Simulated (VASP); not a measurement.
# Ba (P-1) in VASP: a series of runs

Ba is run at these levels: r2SCAN; tasks: single point.

Program: VASP 6.6.1. These are calculated values, not measurements. Logs are shortened: lines on timing, memory, paths and dates and some standing lists are left out, and cuts for length are marked.

### Step 1. The cell of the first run

The typed cell holds 1 atom: a = 4.271 Å, b = 4.438 Å, c = 4.305 Å, α = 109.98°, β = 108.93°, γ = 109.27°.

### Step 2. Single point, r2SCAN

Input file POSCAR:

```
Ba
1.0
   -2.4717600000      2.4776470000      2.4485140000
    2.5653110000     -2.5280200000      2.5924380000
    2.4506570000      2.5069170000     -2.4988870000
Ba
1
Direct
   -0.0010750000      0.0047450000     -0.0114680000
```

Input file INCAR.step1:

```
SYSTEM = Ba
ALGO = Normal ; EDIFF = 1E-4
ENCUT = 520 ; GGA = PE
ISMEAR = -1 ; LASPH = .TRUE.
LCHARG = .FALSE. ; LREAL = .FALSE.
LWAVE = .TRUE. ; NBANDS = 11
NELM = 60 ; PREC = Accurate
SIGMA = 0.1
```

Input file INCAR.step2:

```
SYSTEM = Ba
ALGO = Normal ; EDIFF = 1E-6
ENCUT = 520 ; ISIF = 2
ISMEAR = -1 ; ISTART = 1
LASPH = .TRUE. ; LCHARG = .FALSE.
LMIXTAU = .TRUE. ; LREAL = .FALSE.
LWAVE = .FALSE. ; METAGGA = R2SCAN
NBANDS = 11 ; NELM = 60
PREC = Accurate ; SIGMA = 0.1
```

Input file KPOINTS:

```
k-points
0
G
  7 7 7
  0 0 0
```

Potentials or basis: VASP PAW PBE potentials, release 64 (Ba_sv).

Started as:

```sh
$ cat potpaw_PBE.64/Ba_sv/POTCAR > POTCAR
$ cp INCAR.step1 INCAR
$ mpirun -np 1 vasp_std > vasp.out
$ cp INCAR.step2 INCAR
$ mpirun -np 1 vasp_std > vasp.out
```

OUTCAR:

```text
SYSTEM = Ba
   EDIFF = 1E-6
   ENCUT = 520
   ISIF = 2
   ISMEAR = -1
   ISTART = 1
   LASPH = .TRUE.
   LREAL = .FALSE.
   METAGGA = R2SCAN
   NELM = 60
   PREC = Accurate

 ion  position               nearest neighbor table
   1  0.999  0.005  0.989-

  LATTYP: Found a triclinic cell.
 ALAT       =    11.0603536531
 B/A-ratio  =     0.6310014304
 C/A-ratio  =     0.3937868289
 COS(alpha) =     0.0006231168
 COS(beta)  =     0.2691697168
 COS(gamma) =     0.9448610657

  Lattice vectors:

 A1 = (   9.9383850000,   0.0081670000,  -4.8538500000)
 A2 = (   4.9224170000,   0.0292700000,  -4.9474010000)
 A3 = (   2.5442080000,   2.4565440000,   2.5420650000)

Analysis of symmetry for initial positions (statically):
=====================================================================
 Subroutine PRICEL returns:
 Original cell was already a primitive cell.

 Routine SETGRP: Setting up the symmetry group for a
 triclinic supercell.

 Subroutine GETGRP returns: Found  2 space group operations
 (whereof  1 operations were pure point group operations)
 out of a pool of  2 trial point group operations.

The static configuration has the point symmetry C_1 .
 The point group associated with its full space group is S_2 .

Analysis of symmetry for dynamics (positions and initial velocities):
=====================================================================
 Subroutine PRICEL returns:
 Original cell was already a primitive cell.

 Routine SETGRP: Setting up the symmetry group for a
 triclinic supercell.

 Subroutine GETGRP returns: Found  2 space group operations
 (whereof  1 operations were pure point group operations)
 out of a pool of  2 trial point group operations.

The dynamic configuration has the point symmetry C_1 .
 The point group associated with its full space group is S_2 .

 Subroutine INISYM returns: Found  2 space group operations
 (whereof  1 operations are pure point group operations),
 and found     1 'primitive' translations

----------------------------------------------------------------------------------------

                                     Primitive cell

  volume of cell :      62.9888

  direct lattice vectors                    reciprocal lattice vectors
    -2.471760000  2.477647000  2.448514000    -0.002886079  0.202632878  0.200453649
     2.565311000 -2.528020000  2.592438000     0.195742486  0.002797021  0.194770549
     2.450657000  2.506917000 -2.498887000     0.200242610  0.201449902 -0.001703103

[... 86 lines left out ...]
   NFREE  =      0    steps in history (QN), initial steepest desc. (CG)
   ISIF   =      2    stress and relaxation
   ISYM   =      2    0-nonsym 1-usesym 2-fastsym
   POTIM  = 0.5000    time-step for ionic-motion
   TEBEG  =    0.0;   TEEND  =   0.0 temperature during run
   PSTRESS=    0.0 pullay stress
   NELECT =      10.0000    total number of electrons
   NUPDOWN=      -1.0000    fix difference up-down
   EMIN   =  10.00;   EMAX   =-10.00  energy-range for DOS
   EFERMI =   0.00;   METHOD = LEGACY
   ISMEAR =    -1;   SIGMA  =   0.10  broadening in eV -4-tet -1-fermi 0-gaus
   EFERMI_NEDOS =   21; number of points for ismear=-14 and -15
   IALGO  =     38    algorithm
   IMIX   =      4    mixing-type and parameters
     AMIX     =   0.40;   BMIX     =  1.00
     AMIX_MAG =   1.60;   BMIX_MAG =  1.00
  volume/ion in A,a.u.               =      62.99       425.07
  Fermi-wavevector in a.u.,A,eV,Ry     =   0.886449  1.675146 10.691347  0.785792
  Thomas-Fermi vector in A             =   2.007617
   LORBIT       =      0    0 simple, 1 ext, 2 COOP (PROOUT), +10 PAW based schemes
   METAGGA = R2SCAN    functional components
   LHFCALC =     F    Hartree Fock is set to
   AEXX    =    0.0000 exact exchange contribution
   IVDW    =     0    specifies the selected vdW correction
   LEPSILON=     F    determine dielectric tensor
   LRPA    =     F    only Hartree local field effects (RPA)
 non-spin polarized calculation
  energy-cutoff  :      520.00
  volume of cell :       62.99
 maximum number of plane-waves:      1709
   NGX = 15   NGY = 17   NGZ = 15

 number of electron      10.0000000 magnetization

 Free energy of the ion-electron system (eV)
  ---------------------------------------------------
  ext. energy  EPLUGINS =         0.00000000
  ---------------------------------------------------
  free energy    TOTEN  =       -26.44478522 eV

  energy without entropy =      -26.39895607  energy(sigma->0) =      -26.42187064

 E-fermi :   1.7217     XC(G=0):  -7.8291

 val. band max:        1.7137704464   @ k =   0.4286  -0.0000   0.2857
 cond. band min:       1.9905446149   @ k =  -0.2857  -0.4286   0.1429
 fundamental gap:      0.2767741685
 Fermi energy:         1.7217185360

 k-point     1 :       0.0000    0.0000    0.0000
  band No.  band energies     occupation
      1     -28.1866      2.00000
      2     -12.7274      2.00000
      3     -12.7163      2.00000
      4     -12.7084      2.00000
      5      -1.1529      2.00000
      6       3.7260      0.00000
      7       3.7858      0.00000
      8       4.0538      0.00000
      9       5.2037      0.00000
     10       5.2726      0.00000
     11       8.8404      0.00000
[... 309 lines left out ...]
 k-point    24 :      -0.2857    0.4286    0.0000
  band No.  band energies     occupation
      1     -28.1475      2.00000
      2     -13.0778      2.00000
      3     -12.8688      2.00000
      4     -12.7480      2.00000
      5       0.8072      1.99979
      6       2.5328      0.00060
      7       2.7613      0.00006
      8       5.0531      0.00000
      9       5.8225      0.00000
     10       6.3761      0.00000
     11       8.5607      0.00000

 [... further k-points ...]

------------------------ aborting loop because EDIFF is reached ----------------------------------------

  FORCE on cell =-STRESS in cart. coord.  units (eV):
  Direction    XX          YY          ZZ          XY          YZ          ZX
  --------------------------------------------------------------------------------------
  -------------------------------------------------------------------------------------
  Total        0.1453611      0.1701530      0.1301974      0.0215382      0.0697598     -0.1372617
  in kB        3.6973929      4.3279960      3.3116888      0.5478446      1.7744039     -3.4913777
  external PRESSURE =       3.7790259 kB  Pullay stress =       0.0000000 kB

 VOLUME and BASIS-vectors are now :
 -----------------------------------------------------------------------------
  energy-cutoff  :      520.00
  volume of cell :       62.99
      direct lattice vectors                 reciprocal lattice vectors
    -2.471760000  2.477647000  2.448514000    -0.002886079  0.202632878  0.200453649
     2.565311000 -2.528020000  2.592438000     0.195742486  0.002797021  0.194770549
     2.450657000  2.506917000 -2.498887000     0.200242610  0.201449902 -0.001703103

 POSITION                                       TOTAL-FORCE (eV/Angst)
 -----------------------------------------------------------------------------------
     -0.03438      4.94116     -0.01205         0.000000      0.000000      0.000000
 -----------------------------------------------------------------------------------
    total drift:                                0.000030      0.000004     -0.000009

  FREE ENERGIE OF THE ION-ELECTRON SYSTEM (eV)
  ---------------------------------------------------
  free  energy   TOTEN  =       -26.4447852223 eV

  energy  without entropy=      -26.3989560664  energy(sigma->0) =      -26.42187064
```

OSZICAR.step1:

```text
N       E                     dE             d eps       ncg     rms          rms(c)
DAV:   1     0.549508639007E+02    0.54951E+02   -0.42061E+03  3784   0.746E+02
DAV:   2     0.869280792442E+00   -0.54082E+02   -0.52643E+02  4504   0.138E+02
DAV:   3    -0.183145127767E+01   -0.27007E+01   -0.26801E+01  4823   0.318E+01
DAV:   4    -0.192107322284E+01   -0.89622E-01   -0.89423E-01  5025   0.533E+00
DAV:   5    -0.192334137809E+01   -0.22682E-02   -0.22677E-02  5019   0.677E-01    0.163E+00
DAV:   6    -0.192294241146E+01    0.39897E-03   -0.34179E-03  4636   0.544E-01    0.968E-01
DAV:   7    -0.192337643408E+01   -0.43402E-03   -0.66368E-03  4407   0.860E-01    0.433E-02
DAV:   8    -0.192356107562E+01   -0.18464E-03   -0.33220E-04  5626   0.108E-01    0.299E-02
DAV:   9    -0.192357088952E+01   -0.98139E-05   -0.66006E-06  2474   0.224E-02
   1 F= -.19235709E+01 E0= -.18999400E+01  d E =-.472618E-01
```

Run time: 4.5 min. Hardware: 1 thread of Oxide Virtual Turin-like, shared host; peak memory 0.24 GiB.

Results:

```yaml
Free_energy: -26.4448 eV
Pressure: 0.4 GPa
Band_gap_on_the_k_mesh: zero (bands 5 and 6 overlap by 0.88 eV)
```

Stress tensor (GPa, compression positive):
```
 0.37  0.05 -0.35
 0.05  0.43  0.18
-0.35  0.18  0.33
```

Caveat: the PAW data sets were made with another functional, which shifts forces and pressure a little; spin-orbit coupling is left out, which moves the levels of the heavy elements.

### Step 3. Single point, r2SCAN

POSCAR is that of step 2.

Input file INCAR.step1:

```
PREC = Accurate
ENCUT = 520
ISMEAR = -1
SIGMA = 0.1
LREAL = F
LASPH = T
NELM = 100
NBANDS = 11
GGA = PE
ALGO = Normal
EDIFF = 1E-4
LWAVE = T
LCHARG = F
```

Input file INCAR.step2:

```
PREC = Accurate
ENCUT = 520
EDIFF = 1E-7
ISMEAR = -1
SIGMA = 0.1
LREAL = F
LASPH = T
NELM = 100
ALGO = Normal
ISIF = 2
LWAVE = F
LCHARG = F
METAGGA = R2SCAN
LMIXTAU = T
NBANDS = 11
ISTART = 1
```

Input file KPOINTS:

```
regular mesh
0
Gamma
  9 8 9
```

Potentials or basis: VASP PAW PBE potentials, release 64 (Ba_sv).

Started as:

```sh
$ cat potpaw_PBE.64/Ba_sv/POTCAR > POTCAR
$ cp INCAR.step1 INCAR
$ mpirun -np 1 vasp_std > vasp.out
$ cp INCAR.step2 INCAR
$ mpirun -np 1 vasp_std > vasp.out
```

OUTCAR:

```text
PREC = Accurate
   ENCUT = 520
   EDIFF = 1E-7
   ISMEAR = -1
   LREAL = F
   LASPH = T
   NELM = 100
   ISIF = 2
   METAGGA = R2SCAN
   ISTART = 1

 ion  position               nearest neighbor table
   1  0.999  0.005  0.989-

  LATTYP: Found a triclinic cell.
 ALAT       =    11.0603536531
 B/A-ratio  =     0.6310014304
 C/A-ratio  =     0.3937868289
 COS(alpha) =     0.0006231168
 COS(beta)  =     0.2691697168
 COS(gamma) =     0.9448610657

  Lattice vectors:

 A1 = (   9.9383850000,   0.0081670000,  -4.8538500000)
 A2 = (   4.9224170000,   0.0292700000,  -4.9474010000)
 A3 = (   2.5442080000,   2.4565440000,   2.5420650000)

Analysis of symmetry for initial positions (statically):
=====================================================================
 Subroutine PRICEL returns:
 Original cell was already a primitive cell.

 Routine SETGRP: Setting up the symmetry group for a
[... 170 lines left out ...]
 cond. band min:       1.7391693363   @ k =  -0.2222   0.5000   0.3333
 fundamental gap:      0.0072379564
 Fermi energy:         1.7369545631

 k-point     1 :       0.0000    0.0000    0.0000
  band No.  band energies     occupation
      1     -28.1877      2.00000
      2     -12.7285      2.00000
      3     -12.7172      2.00000
      4     -12.7094      2.00000
      5      -1.1530      2.00000
      6       3.7258      0.00000
      7       3.7857      0.00000
      8       4.0536      0.00000
      9       5.2025      0.00000
     10       5.2715      0.00000
     11       8.8405      0.00000
[... 309 lines left out ...]
 k-point    24 :      -0.0000    0.3750    0.0000
  band No.  band energies     occupation
      1     -28.1526      2.00000
      2     -13.1122      2.00000
      3     -12.8232      2.00000
      4     -12.7169      2.00000
      5       0.6078      1.99998
      6       2.6486      0.00022
      7       2.7480      0.00008
      8       5.3346      0.00000
      9       5.6950      0.00000
     10       6.3391      0.00000
     11       8.3706      0.00000

 [... further k-points ...]

------------------------ aborting loop because EDIFF is reached ----------------------------------------

  FORCE on cell =-STRESS in cart. coord.  units (eV):
  Direction    XX          YY          ZZ          XY          YZ          ZX
  --------------------------------------------------------------------------------------
  -------------------------------------------------------------------------------------
  Total        0.1406450      0.1639216      0.1257534      0.0232523      0.0720097     -0.1422496
  in kB        3.5774334      4.1694946      3.1986537      0.5914431      1.8316331     -3.6182494
  external PRESSURE =       3.6485272 kB  Pullay stress =       0.0000000 kB

 VOLUME and BASIS-vectors are now :
 -----------------------------------------------------------------------------
  energy-cutoff  :      520.00
  volume of cell :       62.99
      direct lattice vectors                 reciprocal lattice vectors
    -2.471760000  2.477647000  2.448514000    -0.002886079  0.202632878  0.200453649
     2.565311000 -2.528020000  2.592438000     0.195742486  0.002797021  0.194770549
     2.450657000  2.506917000 -2.498887000     0.200242610  0.201449902 -0.001703103

 POSITION                                       TOTAL-FORCE (eV/Angst)
 -----------------------------------------------------------------------------------
     -0.03438      4.94116     -0.01205         0.000000      0.000000      0.000000
 -----------------------------------------------------------------------------------
    total drift:                                0.000030      0.000004     -0.000009

  FREE ENERGIE OF THE ION-ELECTRON SYSTEM (eV)
  ---------------------------------------------------
  free  energy   TOTEN  =       -26.4470202717 eV

  energy  without entropy=      -26.4052645559  energy(sigma->0) =      -26.42614241
```

Run time: 13 min. Hardware: 1 thread of Oxide Virtual Turin-like, shared host; peak memory 0.33 GiB.

What came out:

```
Free energy            : -26.4470 eV
Pressure               : 0.4 GPa
Band gap on the k mesh : zero (bands 5 and 6 overlap by 1.06 eV)
```

Caveat: the PAW data sets were made with another functional, which shifts forces and pressure a little; spin-orbit coupling is left out, which moves the levels of the heavy elements.

The gap in the log of VASP goes by the Fermi energy; the results here count the filled bands.